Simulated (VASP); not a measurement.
# Sr (Fm-3m) in VASP: notebook

The runs below take Sr through relaxation of cell and atoms, with PBE.

Program: VASP 6.6.1. These are calculated values, not measurements. Logs are shortened: lines on timing, memory, paths and dates and some standing lists are left out, and cuts for length are marked.

## 1. The cell of the first run

Symmetry: Fm-3m, No. 225, cubic system. Conventional cell: a = 6.085 Å, b = 6.085 Å, c = 6.085 Å, α = 90.00°, β = 90.00°, γ = 90.00°. Sr (site symmetry m-3m) has 12 Sr at 4.30 Å within 5.6 Å.

## 2. Relaxation of cell and atoms, PBE

INCAR

```
SYSTEM = Sr
PREC = Accurate
ENCUT = 600
EDIFF = 1E-6
ISMEAR = -1
SIGMA = 0.05
LREAL = .FALSE.
LASPH = .TRUE.
NELM = 100
ALGO = Normal
ISIF = 3
LWAVE = .FALSE.
LCHARG = .FALSE.
GGA = PE
IBRION = 2
NSW = 60
EDIFFG = -0.01
```

KPOINTS

```
regular mesh
0
G
  8 8 8
  0 0 0
```

POSCAR

```
Sr
1.0
    0.0000000000      3.0423500000      3.0423500000
    3.0423500000      0.0000000000      3.0423500000
    3.0423500000      3.0423500000      0.0000000000
Sr
1
Direct
    0.0000000000      0.0000000000      0.0000000000
```

Potentials or basis: VASP PAW PBE potentials, release 64 (Sr_sv).

Started as:

```sh
> cat potpaw_PBE.64/Sr_sv/POTCAR > POTCAR
> mpirun -np 1 vasp_std > vasp.out
```

OUTCAR:

```text
SYSTEM = Sr
   PREC = Accurate
   ENCUT = 600
   EDIFF = 1E-6
   ISMEAR = -1
   LREAL = .FALSE.
   LASPH = .TRUE.
   NELM = 100
   ISIF = 3
   GGA = PE
   IBRION = 2
   NSW = 60
   EDIFFG = -0.01

 ion  position               nearest neighbor table
   1  0.000  0.000  0.000-

  LATTYP: Found a face centered cubic cell.
 ALAT       =     6.0847000000

  Lattice vectors:

 A1 = (   0.0000000000,   3.0423500000,   3.0423500000)
 A2 = (   3.0423500000,   0.0000000000,   3.0423500000)
 A3 = (   3.0423500000,   3.0423500000,   0.0000000000)

Analysis of symmetry for initial positions (statically):
=====================================================================
 Subroutine PRICEL returns:
 Original cell was already a primitive cell.

 Routine SETGRP: Setting up the symmetry group for a
 face centered cubic supercell.

 Subroutine GETGRP returns: Found 48 space group operations
 (whereof 48 operations were pure point group operations)
 out of a pool of 48 trial point group operations.

The static configuration has the point symmetry O_h .

Analysis of symmetry for dynamics (positions and initial velocities):
=====================================================================
 Subroutine PRICEL returns:
 Original cell was already a primitive cell.

 Routine SETGRP: Setting up the symmetry group for a
 face centered cubic supercell.

 Subroutine GETGRP returns: Found 48 space group operations
 (whereof 48 operations were pure point group operations)
 out of a pool of 48 trial point group operations.

The dynamic configuration has the point symmetry O_h .

 Subroutine INISYM returns: Found 48 space group operations
 (whereof 48 operations are pure point group operations),
 and found     1 'primitive' translations

----------------------------------------------------------------------------------------

                                     Primitive cell

  volume of cell :      56.3193

  direct lattice vectors                    reciprocal lattice vectors
     0.000000000  3.042350000  3.042350000    -0.164346640  0.164346640  0.164346640
     3.042350000  0.000000000  3.042350000     0.164346640 -0.164346640  0.164346640
     3.042350000  3.042350000  0.000000000     0.164346640  0.164346640 -0.164346640

  length of vectors
     4.302532631  4.302532631  4.302532631     0.284656730  0.284656730  0.284656730

  position of ions in fractional coordinates (direct lattice)
     0.000000000  0.000000000  0.000000000

  ion indices of the primitive-cell ions
   primitive index   ion index
[... 91 lines left out ...]
   IMIX   =      4    mixing-type and parameters
     AMIX     =   0.40;   BMIX     =  1.00
     AMIX_MAG =   1.60;   BMIX_MAG =  1.00
  volume/ion in A,a.u.               =      56.32       380.06
  Fermi-wavevector in a.u.,A,eV,Ry     =   0.920144  1.738819 11.519569  0.846664
  Thomas-Fermi vector in A             =   2.045416
   LORBIT       =      0    0 simple, 1 ext, 2 COOP (PROOUT), +10 PAW based schemes
   GGA     = PE    functional components
   LHFCALC =     F    Hartree Fock is set to
   AEXX    =    0.0000 exact exchange contribution
   IVDW    =     0    specifies the selected vdW correction
   LEPSILON=     F    determine dielectric tensor
   LRPA    =     F    only Hartree local field effects (RPA)
 conjugate gradient relaxation of ions
 non-spin polarized calculation
  energy-cutoff  :      600.00
  volume of cell :       56.32
 maximum number of plane-waves:      1895
 NGX is ok and might be reduce to    36
   NGX = 17   NGY = 17   NGZ = 17

--------------------------------------- Ionic step        1  -------------------------------------------

 number of electron      10.0000000 magnetization

 Free energy of the ion-electron system (eV)
  ---------------------------------------------------
  ext. energy  EPLUGINS =         0.00000000
  ---------------------------------------------------
  free energy    TOTEN  =        -1.64474267 eV

  energy without entropy =       -1.63605212  energy(sigma->0) =       -1.64039739

------------------------ aborting loop because EDIFF is reached ----------------------------------------

  FORCE on cell =-STRESS in cart. coord.  units (eV):
  Direction    XX          YY          ZZ          XY          YZ          ZX
  --------------------------------------------------------------------------------------
  -------------------------------------------------------------------------------------
  Total       -0.1135448     -0.1135448     -0.1135448      0.0000000     -0.0000000      0.0000000
  in kB       -3.2301321     -3.2301321     -3.2301321      0.0000000     -0.0000000      0.0000000
  external PRESSURE =      -3.2301321 kB  Pullay stress =       0.0000000 kB
[... 57 lines left out ...]
--------------------------------------- Ionic step        3  -------------------------------------------

 number of electron      10.0000000 magnetization

 Free energy of the ion-electron system (eV)
  ---------------------------------------------------
  ext. energy  EPLUGINS =         0.00000000
  ---------------------------------------------------
  free energy    TOTEN  =        -1.64632045 eV

  energy without entropy =       -1.63838290  energy(sigma->0) =       -1.64235167

 E-fermi :   1.5696     XC(G=0):  -7.3568

 val. band max:        1.4953379931   @ k =  -0.3750   0.3750   0.0000
 cond. band min:       1.6115471978   @ k =  -0.3750   0.2500   0.1250
 fundamental gap:      0.1162092046
 Fermi energy:         1.5695609985

 k-point     1 :       0.0000    0.0000    0.0000
  band No.  band energies     occupation
      1     -35.0239      2.00000
      2     -16.9112      2.00000
      3     -16.9112      2.00000
      4     -16.9112      2.00000
      5      -2.0571      2.00000
      6       3.9374      0.00000
      7       3.9374      0.00000
      8       3.9374      0.00000
      9       5.4062      0.00000
[... 265 lines left out ...]
 k-point    24 :      -0.3750    0.2500    0.1250
  band No.  band energies     occupation
      1     -35.0075      2.00000
      2     -17.0811      2.00000
      3     -16.9896      2.00000
      4     -16.9547      2.00000
      5       1.1426      1.99961
      6       1.6115      0.60319
      7       2.9339      0.00000
      8       4.2448      0.00000
      9       5.9265      0.00000

 [... further k-points ...]

------------------------ aborting loop because EDIFF is reached ----------------------------------------

  FORCE on cell =-STRESS in cart. coord.  units (eV):
  Direction    XX          YY          ZZ          XY          YZ          ZX
  --------------------------------------------------------------------------------------
  -------------------------------------------------------------------------------------
  Total       -0.0062841     -0.0062841     -0.0062841      0.0000000     -0.0000000      0.0000000
  in kB       -0.1835024     -0.1835024     -0.1835024      0.0000000     -0.0000000      0.0000000
  external PRESSURE =      -0.1835024 kB  Pullay stress =       0.0000000 kB
[... 16 lines left out ...]
  FREE ENERGIE OF THE ION-ELECTRON SYSTEM (eV)
  ---------------------------------------------------
  free  energy   TOTEN  =        -1.6463204516 eV

  energy  without entropy=       -1.6383828983  energy(sigma->0) =       -1.64235167

 reached required accuracy - stopping structural energy minimisation
```

CONTCAR:

```text
Sr
   1.00000000000000
     0.0000000000000000    3.0159781641998515    3.0159781641998515
     3.0159781641998515   -0.0000000000000000    3.0159781641998515
     3.0159781641998515    3.0159781641998515    0.0000000000000000
  Sr
     1
Direct
     0.0000000000000000    0.0000000000000000    0.0000000000000000

  0.00000000E+00  0.00000000E+00  0.00000000E+00
```

Run time: 25 s. Hardware: 1 thread of Intel Xeon Platinum 8488C (Sapphire Rapids), shared host; peak memory 0.21 GiB.

Results:

| Quantity | Value |
| --- | --- |
| Free energy | -1.6463 eV |
| Relaxed volume | 54.87 Å³/atom |
| Relaxed cell | a = 4.265 Å, b = 4.265 Å, c = 4.265 Å, α = 60.00°, β = 60.00°, γ = 60.00° |
| Space group after relaxing (to 0.1 Å) | Fm-3m (No. 225) |
| Energy gained by relaxing | 1.6 meV/atom |
| Ionic steps | 3 |
| Pressure after relaxing | 0.0 GPa |
| Band gap on the k mesh | zero (bands 5 and 6 overlap by 0.04 eV) |

Step by step:
```
step  energy change (eV)  largest force (eV/Å)  pressure (GPa)  volume (Å³)
   1              0.0000                0.0000           -0.32        56.32
   2             -0.0013                0.0000           -0.13        55.40
   3             -0.0016                0.0000           -0.02        54.87
```

Final structure:
```
CELL_PARAMETERS angstrom
0.00000 3.01598 3.01598
3.01598 0.00000 3.01598
3.01598 3.01598 0.00000
ATOMIC_POSITIONS crystal
Sr 0.00000 0.00000 0.00000
```

Levels at points of the mesh, in eV from the Fermi level:
| k point | band 1 | band 2 | band 3 | band 4 | band 5 | band 6 | band 7 | band 8 | band 9 |
| --- | --- | --- | --- | --- | --- | --- | --- | --- | --- |
| (0.00, 0.00, 0.00) | -36.59 | -18.48 | -18.48 | -18.48 | -3.63 | 2.37 | 2.37 | 2.37 | 3.84 |
| (0.50, 0.00, 0.00) | -36.58 | -18.68 | -18.51 | -18.51 | -1.10 | 0.09 | 2.21 | 2.21 | 4.88 |
| (0.50, 0.50, 0.00) | -36.57 | -18.67 | -18.55 | -18.55 | -0.62 | 0.37 | 1.08 | 4.89 | 5.18 |

(Continued in part 2 of 2.)

The gap in the log of VASP goes by the Fermi energy; the results here count the filled bands.